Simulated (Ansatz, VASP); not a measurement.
## Hf: VASP beside Ansatz

```
CELL_PARAMETERS angstrom
3.19670 0.00000 0.00000
-1.59835 2.76842 0.00000
0.00000 0.00000 4.95664
ATOMIC_POSITIONS crystal
Hf 0.33333 0.66667 0.25000
Hf 0.66667 0.33333 0.75000
```

Change from the starting cell: zz strain of -2 %.

Alike in both runs: task single point; functional PBEsol; k mesh 13 × 13 × 7; occupations fermi-dirac, width 0.05 eV; no spin polarisation.

|  | VASP | Ansatz |
| --- | --- | --- |
| version | VASP 6.6.1 | Ansatz 0.2.0 |
| potentials or method | VASP PAW PBE potentials, release 64 (Hf_pv), cutoff 520 eV | all-electron LAPW, scalar-relativistic |

VASP gave:

- pressure (GPa): -1.8
- traceless stress, the component that is largest in VASP (GPa): 1.66

Problem. Estimate Ansatz's values.

Solution. Pressure (GPa): -1.5; traceless stress, the component that is largest in VASP (GPa): 1.74.

VASP's potentials were made for PBE, not for PBEsol. Ansatz ran all-electron here, and VASP with PAW potentials.

Neither program's run includes spin-orbit coupling.
